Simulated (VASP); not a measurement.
# CuBiSeO (P4/nmm) in VASP: notebook

CuBiSeO is run at these levels: LDA; tasks: single point.

Program: VASP 6.6.1. These are calculated values, not measurements. Logs are shortened: lines on timing, memory, paths and dates and some standing lists are left out, and cuts for length are marked.

## 1. The cell of the first run

Symmetry: P4/nmm, No. 129, tetragonal system. Conventional cell: a = 3.944 Å, b = 3.944 Å, c = 9.277 Å, α = 90.00°, β = 90.00°, γ = 90.00°. Cu (site symmetry -4m2) has 4 Se at 2.50 Å and 4 Cu at 2.79 Å within 3.3 Å. Within 3.1 Å of Bi (site symmetry 4mm) lie 4 O at 2.34 Å. Within 3.4 Å of Se (site symmetry 4mm) lie 4 Cu at 2.50 Å and 4 Bi at 3.35 Å. Within 3.1 Å of O (site symmetry -4m2) lie 4 Bi at 2.34 Å and 4 O at 2.79 Å.

## 2. Single point, LDA (18.04 Å³/atom)

The input, INCAR:

```
ALGO     = Normal         # electronic algorithm
EDIFF    = 1E-6           # SCF threshold, eV
ENCUT    = 520            # plane-wave cutoff, eV
ISIF     = 2              # what is computed and relaxed
ISMEAR   = 0              # smearing method
LASPH    = T              # aspherical terms in the spheres
LCHARG   = F              # write CHGCAR
LREAL    = F              # projectors in reciprocal space
LWAVE    = F              # write WAVECAR
NBANDS   = 48             # bands
NELM     = 80             # most SCF steps
PREC     = Accurate       # precision mode
SIGMA    = 0.01           # smearing width, eV
```

The input, KPOINTS:

```
k-points
0
Gamma
  10 10 4
```

The input, POSCAR:

```
CuBiSeO
1.0
    3.9443973798      0.0000000000      0.0000000000
    0.0000000000      3.9443973798      0.0000000000
    0.0000000000      0.0000000000      9.2773642037
Cu Bi Se O
2 2 2 2
Direct
    0.0000000000      0.0000000000      0.5000000000
    0.5000000000      0.5000000000      0.5000000000
    0.0000000000      0.5000000000      0.8652214594
    0.5000000000      0.0000000000      0.1347785406
    0.5000000000      0.0000000000      0.6655979121
    0.0000000000      0.5000000000      0.3344020879
    0.5000000000      0.5000000000      0.0000000000
    0.0000000000      0.0000000000      0.0000000000
```

Potentials or basis: VASP PAW LDA potentials, release 64 (Cu, Bi_d, Se, O).

The run is started by

```console
> cat potpaw_LDA.64/Cu/POTCAR potpaw_LDA.64/Bi_d/POTCAR potpaw_LDA.64/Se/POTCAR potpaw_LDA.64/O/POTCAR > POTCAR
> mpirun -np 1 vasp_std > vasp.out
```

OUTCAR:

```text
EDIFF = 1E-6
   ENCUT = 520
   ISIF = 2
   ISMEAR = 0
   LASPH = T
   LREAL = F
   NELM = 80
   PREC = Accurate

 ion  position               nearest neighbor table
   1  0.000  0.000  0.500-   5 2.50   6 2.50   6 2.50   5 2.50   2 2.79   2 2.79   2 2.79   2 2.79

   2  0.500  0.500  0.500-   5 2.50   6 2.50   5 2.50   6 2.50   1 2.79   1 2.79   1 2.79   1 2.79

   3  0.000  0.500  0.865-   7 2.34   8 2.34   8 2.34   7 2.34   5 3.35   5 3.35   5 3.35   5 3.35
                             4 3.75   4 3.75   4 3.75   4 3.75
   4  0.500  0.000  0.135-   7 2.34   8 2.34   7 2.34   8 2.34   6 3.35   6 3.35   6 3.35   6 3.35
                             3 3.75   3 3.75   3 3.75   3 3.75
   5  0.500  0.000  0.666-   1 2.50   2 2.50   2 2.50   1 2.50   3 3.35   3 3.35   3 3.35   3 3.35

   6  0.000  0.500  0.334-   1 2.50   2 2.50   1 2.50   2 2.50   4 3.35   4 3.35   4 3.35   4 3.35

   7  0.500  0.500  0.000-   3 2.34   4 2.34   4 2.34   3 2.34
   8  0.000  0.000  0.000-   3 2.34   4 2.34   3 2.34   4 2.34

  LATTYP: Found a simple tetragonal cell.
 ALAT       =     3.9443973798
 C/A-ratio  =     2.3520358905

  Lattice vectors:

 A1 = (   3.9443973798,   0.0000000000,   0.0000000000)
 A2 = (   0.0000000000,   3.9443973798,   0.0000000000)
 A3 = (   0.0000000000,   0.0000000000,   9.2773642037)

Analysis of symmetry for initial positions (statically):
=====================================================================
 Subroutine PRICEL returns:
 Original cell was already a primitive cell.

 Routine SETGRP: Setting up the symmetry group for a
 simple tetragonal supercell.

 Subroutine GETGRP returns: Found 16 space group operations
 (whereof  8 operations were pure point group operations)
 out of a pool of 16 trial point group operations.

The static configuration has the point symmetry D_2d.
 The point group associated with its full space group is D_4h.

Analysis of symmetry for dynamics (positions and initial velocities):
=====================================================================
 Subroutine PRICEL returns:
 Original cell was already a primitive cell.

 Routine SETGRP: Setting up the symmetry group for a
 simple tetragonal supercell.

 Subroutine GETGRP returns: Found 16 space group operations
 (whereof  8 operations were pure point group operations)
 out of a pool of 16 trial point group operations.

The dynamic configuration has the point symmetry D_2d.
 The point group associated with its full space group is D_4h.

 Subroutine INISYM returns: Found 16 space group operations
 (whereof  8 operations are pure point group operations),
 and found     1 'primitive' translations

----------------------------------------------------------------------------------------

                                     Primitive cell

  volume of cell :     144.3397

  direct lattice vectors                    reciprocal lattice vectors
     3.944397380  0.000000000  0.000000000     0.253524152  0.000000000  0.000000000
     0.000000000  3.944397380  0.000000000     0.000000000  0.253524152  0.000000000
     0.000000000  0.000000000  9.277364204     0.000000000  0.000000000  0.107789236

  length of vectors
     3.944397380  3.944397380  9.277364204     0.253524152  0.253524152  0.107789236

  position of ions in fractional coordinates (direct lattice)
     0.000000000  0.000000000  0.500000000
     0.500000000  0.500000000  0.500000000
     0.000000000  0.500000000  0.865221459
     0.500000000  0.000000000  0.134778541
     0.500000000  0.000000000  0.665597912
     0.000000000  0.500000000  0.334402088
     0.500000000  0.500000000  0.000000000
     0.000000000  0.000000000  0.000000000

  ion indices of the primitive-cell ions
   primitive index   ion index
                 1           1
                 2           2
                 3           3
                 4           4
                 5           5
                 6           6
                 7           7
                 8           8

----------------------------------------------------------------------------------------

 KPOINTS: k-points

Automatic generation of k-mesh.
 Grid dimensions read from file:
 generate k-points for:   10   10    4

 Generating k-lattice:

  Cartesian coordinates                     Fractional coordinates (reciprocal lattice)
     0.025352415  0.000000000  0.000000000     0.100000000  0.000000000  0.000000000
     0.000000000  0.025352415  0.000000000     0.000000000  0.100000000  0.000000000
     0.000000000  0.000000000  0.026947309     0.000000000  0.000000000  0.250000000

  Length of vectors
     0.025352415  0.025352415  0.026947309

  Shift w.r.t. Gamma in fractional coordinates (k-lattice)
     0.000000000  0.000000000  0.000000000

 Subroutine IBZKPT returns following result:
 ===========================================

 Found     63 irreducible k-points:

 Following reciprocal coordinates:
            Coordinates               Weight
  0.000000  0.000000  0.000000      1.000000
  0.100000  0.000000  0.000000      4.000000
  0.200000  0.000000  0.000000      4.000000
  0.300000  0.000000  0.000000      4.000000
  0.400000  0.000000  0.000000      4.000000
  0.500000  0.000000  0.000000      2.000000
[... 16 lines left out ...]
  0.100000  0.000000  0.250000      8.000000
  0.200000  0.000000  0.250000      8.000000
 [... further k-points ...]
   k-points           NKPTS =     63   k-points in BZ     NKDIM =     63   number of bands    NBANDS=     48
   number of dos      NEDOS =    301   number of ions     NIONS =      8
   total plane-waves  NPLWV =  63000
   dimension x,y,z NGX =    30 NGY =   30 NGZ =   70
   dimension x,y,z NGXF=    60 NGYF=   60 NGZF=  140
   ions per type =               2   2   2   2
   NGX,Y,Z   is equivalent  to a cutoff of  12.64, 12.64, 12.54 a.u.
   NGXF,Y,Z  is equivalent  to a cutoff of  25.29, 25.29, 25.09 a.u.
 SYSTEM =  unknown system
   PREC   = accura    normal or accurate (medium, high low for compatibility)
   ISTART =      0    job   : 0-new  1-cont  2-samecut
   ICHARG =      2    charge: 1-file 2-atom 10-const
   ISPIN  =      1    spin polarized calculation?
   LNONCOLLINEAR =      F non collinear calculations
   LSORBIT =      F    spin-orbit coupling
   LASPH  =      T    aspherical Exc in radial PAW
   ENCUT  =  520.0 eV  38.22 Ry    6.18 a.u.   7.33  7.33 17.25*2*pi/ulx,y,z
   NELM   =     80;   NELMIN=  2; NELMDL= -5     # of ELM steps
   EDIFF  = 0.1E-05   stopping-criterion for ELM
   LREAL  =      F    real-space projection
   EDIFFG = 0.1E-04   stopping-criterion for IOM
   NSW    =      0    number of steps for IOM
   IBRION =     -1    ionic relax: 0-MD 1-quasi-New 2-CG
   NFREE  =      0    steps in history (QN), initial steepest desc. (CG)
   ISIF   =      2    stress and relaxation
   ISYM   =      2    0-nonsym 1-usesym 2-fastsym
   POTIM  = 0.5000    time-step for ionic-motion
   TEBEG  =    0.0;   TEEND  =   0.0 temperature during run
   PSTRESS=    0.0 pullay stress
   NELECT =      76.0000    total number of electrons
   NUPDOWN=      -1.0000    fix difference up-down
   EMIN   =  10.00;   EMAX   =-10.00  energy-range for DOS
   EFERMI =   0.00;   METHOD = LEGACY
   ISMEAR =     0;   SIGMA  =   0.01  broadening in eV -4-tet -1-fermi 0-gaus
   EFERMI_NEDOS =   21; number of points for ismear=-14 and -15
   IALGO  =     38    algorithm
   IMIX   =      4    mixing-type and parameters
     AMIX     =   0.40;   BMIX     =  1.00
     AMIX_MAG =   1.60;   BMIX_MAG =  1.00
  volume/ion in A,a.u.               =      18.04       121.76
  Fermi-wavevector in a.u.,A,eV,Ry     =   1.321957  2.498137 23.777144  1.747571
  Thomas-Fermi vector in A             =   2.451673
   LORBIT       =      0    0 simple, 1 ext, 2 COOP (PROOUT), +10 PAW based schemes
   GGA     = CA    functional components
   LHFCALC =     F    Hartree Fock is set to
   AEXX    =    0.0000 exact exchange contribution
   IVDW    =     0    specifies the selected vdW correction
   LEPSILON=     F    determine dielectric tensor
   LRPA    =     F    only Hartree local field effects (RPA)
 non-spin polarized calculation
 Gauss-broadening in eV      SIGMA  =   0.01
  energy-cutoff  :      520.00
  volume of cell :      144.34
 maximum number of plane-waves:      3930
 NGX is ok and might be reduce to    30
   NGX = 15   NGY = 15   NGZ = 35

 number of electron      76.0000065 magnetization

 Free energy of the ion-electron system (eV)
  ---------------------------------------------------
  ext. energy  EPLUGINS =         0.00000000
  ---------------------------------------------------
  free energy    TOTEN  =       -43.57676408 eV

  energy without entropy =      -43.57666857  energy(sigma->0) =      -43.57671633

 E-fermi :   6.5836     XC(G=0): -10.9929

 val. band max:        6.5805259654   @ k =   0.2000   0.0000   0.5000
 cond. band min:       6.5973493162   @ k =   0.0000   0.0000   0.2500
 fundamental gap:      0.0168233508
 Fermi energy:         6.5836470815

 k-point     1 :       0.0000    0.0000    0.0000
  band No.  band energies     occupation
      1     -17.4823      2.00000
      2     -17.2989      2.00000
      3     -17.2989      2.00000
      4     -17.2926      2.00000
      5     -17.2837      2.00000
      6     -17.2523      2.00000
[... 40 lines left out ...]
     47      11.1324      0.00000
     48      11.1497      0.00000

 k-point     2 :       0.1000    0.0000    0.0000
  band No.  band energies     occupation
      1     -17.4788      2.00000
      2     -17.2983      2.00000
      3     -17.2982      2.00000
      4     -17.2901      2.00000
      5     -17.2802      2.00000
      6     -17.2528      2.00000
[... 40 lines left out ...]
     47      11.4268      0.00000
     48      11.4431      0.00000

 k-point     3 :       0.2000    0.0000    0.0000
  band No.  band energies     occupation
      1     -17.4696      2.00000
      2     -17.2963      2.00000
      3     -17.2959      2.00000
      4     -17.2954      2.00000
      5     -17.2703      2.00000
      6     -17.2648      2.00000
[... 1060 lines left out ...]
     47      11.3718      0.00000
     48      11.6757      0.00000

 k-point    24 :       0.2000    0.0000    0.2500
  band No.  band energies     occupation
      1     -17.4696      2.00000
      2     -17.2963      2.00000
      3     -17.2959      2.00000
      4     -17.2954      2.00000
      5     -17.2703      2.00000
      6     -17.2648      2.00000
[... 40 lines left out ...]
     47      11.9351      0.00000
     48      12.1291      0.00000

 [... further k-points ...]

------------------------ aborting loop because EDIFF is reached ----------------------------------------

  FORCE on cell =-STRESS in cart. coord.  units (eV):
  Direction    XX          YY          ZZ          XY          YZ          ZX
  --------------------------------------------------------------------------------------
  -------------------------------------------------------------------------------------
  Total       -5.8519565     -5.8519565     -5.8888622      0.0000000     -0.0000000      0.0000000
  in kB      -64.9569672    -64.9569672    -65.3666227      0.0000000     -0.0000000      0.0000000
  external PRESSURE =     -65.0935190 kB  Pullay stress =       0.0000000 kB

 VOLUME and BASIS-vectors are now :
 -----------------------------------------------------------------------------
  energy-cutoff  :      520.00
  volume of cell :      144.34
      direct lattice vectors                 reciprocal lattice vectors
     3.944397380  0.000000000  0.000000000     0.253524152  0.000000000  0.000000000
     0.000000000  3.944397380  0.000000000     0.000000000  0.253524152  0.000000000
     0.000000000  0.000000000  9.277364204     0.000000000  0.000000000  0.107789236

 POSITION                                       TOTAL-FORCE (eV/Angst)
 -----------------------------------------------------------------------------------
      0.00000      0.00000      4.63868         0.000000     -0.000000     -0.000000
      1.97220      1.97220      4.63868         0.000000     -0.000000     -0.000000
      0.00000      1.97220      8.02697        -0.000000     -0.000000     -0.079586
      1.97220      0.00000      1.25039         0.000000     -0.000000      0.079586
      1.97220      0.00000      6.17499         0.000000     -0.000000      0.028962
      0.00000      1.97220      3.10237         0.000000      0.000000     -0.028962
      1.97220      1.97220      0.00000        -0.000000     -0.000000     -0.000000
      0.00000      0.00000      0.00000         0.000000      0.000000     -0.000000
 -----------------------------------------------------------------------------------
    total drift:                                0.000000      0.000000      0.000000

  FREE ENERGIE OF THE ION-ELECTRON SYSTEM (eV)
  ---------------------------------------------------
  free  energy   TOTEN  =       -43.5767640803 eV

  energy  without entropy=      -43.5766685726  energy(sigma->0) =      -43.57671633
```

Run time: 3.9 min. Hardware: 1 thread of Intel Xeon 6975P-C (Granite Rapids), shared host; peak memory 0.48 GiB.

Results:

```
Free energy            : -43.5768 eV
Pressure               : -6.5 GPa
Largest force          : 0.080 eV/Å
Band gap on the k mesh : zero (bands 38 and 39 overlap by 0.03 eV)
```

Forces on the atoms (eV/Å):
```
Cu   0.000  0.000  0.000
Cu   0.000  0.000  0.000
Bi   0.000  0.000 -0.080
Bi   0.000  0.000  0.080
Se   0.000  0.000  0.029
Se   0.000  0.000 -0.029
O    0.000  0.000  0.000
O    0.000  0.000  0.000
```

Caveat: the cell stands under tension; spin-orbit coupling is left out, which moves the levels of the heavy elements; semilocal functionals often make such compounds metallic where correlation or magnetic order opens a gap, which also shifts bond lengths.

## 3. Single point, LDA (14.43 Å³/atom)

This run uses another cell than the first one, of 14.43 Å³/atom.

The input, INCAR:

```
PREC     = Accurate       # precision mode
ENCUT    = 520            # plane-wave cutoff, eV
EDIFF    = 1E-7           # SCF threshold, eV
ISMEAR   = 0              # smearing method
SIGMA    = 0.01           # smearing width, eV
LREAL    = False          # projectors in reciprocal space
LASPH    = True           # aspherical terms in the spheres
NELM     = 60             # most SCF steps
ALGO     = Normal         # electronic algorithm
ISIF     = 2              # what is computed and relaxed
LWAVE    = False          # write WAVECAR
LCHARG   = True           # write CHGCAR
LELF     = True           # ELF
LVHAR    = True         
NBANDS   = 48             # bands
```

The input, KPOINTS:

```
regular mesh
0
Gamma
  10 10 4
```

The input, POSCAR:

```
CuBiSeO
1.0
    3.7637025253      0.0000000000      0.0000000000
    0.0000000000      3.7637025253      0.0000000000
    0.0000000000      0.0000000000      8.1516464530
Cu Bi Se O
2 2 2 2
Direct
    0.0000000000      0.0000000000      0.5000000000
    0.5000000000      0.5000000000      0.5000000000
    0.0000000000      0.5000000000      0.8481354670
    0.5000000000      0.0000000000      0.1518645330
    0.5000000000      0.0000000000      0.6792242833
    0.0000000000      0.5000000000      0.3207757167
    0.5000000000      0.5000000000      0.0000000000
    0.0000000000      0.0000000000      0.0000000000
```

Potentials or basis: VASP PAW LDA potentials, release 64 (Cu, Bi_d, Se, O).

The run is started by

```console
> cat potpaw_LDA.64/Cu/POTCAR potpaw_LDA.64/Bi_d/POTCAR potpaw_LDA.64/Se/POTCAR potpaw_LDA.64/O/POTCAR > POTCAR
> mpirun -np 1 vasp_std > vasp.out
```

It took 2.7 min on 1 thread of Intel Xeon 6975P-C (Granite Rapids), shared host; peak memory 0.4 GiB.

The run converged. Its results:

| Property | Result |
| --- | --- |
| Free energy | -43.1078 eV |
| Pressure | 17.0 GPa |
| Largest force | 0.066 eV/Å |
| Band gap on the k mesh | 0.65 eV (least direct gap 0.94 eV) |

Forces in eV/Å, atoms in the order of the input:
```
Cu   0.000  0.000  0.000
Cu   0.000  0.000  0.000
Bi   0.000  0.000 -0.066
Bi   0.000  0.000  0.066
Se   0.000  0.000  0.029
Se   0.000  0.000 -0.029
O    0.000  0.000  0.000
O    0.000  0.000  0.000
```

Stress tensor (GPa, compression positive):
```
17.02  0.00  0.00
 0.00 17.02  0.00
 0.00  0.00 16.90
```

Levels at points of the mesh, in eV from the valence-band top:
| k point | band 36 | band 37 | band 38 | band 39 | band 40 | band 41 |
| --- | --- | --- | --- | --- | --- | --- |
| (0.00, 0.00, 0.00) | -0.83 | -0.83 | -0.77 | 1.01 | 1.27 | 3.11 |
| (0.50, 0.00, 0.00) | -0.72 | -0.57 | -0.57 | 2.21 | 2.21 | 3.04 |
| (0.50, 0.50, 0.00) | -2.38 | -1.74 | -1.74 | 1.09 | 1.09 | 2.97 |
| (0.00, 0.00, 0.50) | -1.31 | -0.28 | -0.28 | 0.65 | 1.09 | 2.78 |
| (0.50, 0.00, 0.50) | -0.62 | -0.56 | -0.56 | 2.03 | 2.03 | 3.21 |
| (0.50, 0.50, 0.50) | -2.51 | -1.50 | -1.50 | 2.73 | 2.73 | 3.02 |

Caveat: the cell stands under pressure; spin-orbit coupling is left out, which moves the levels of the heavy elements. A k mesh can miss the band edges.

(Part 1 of 2 ends here.)
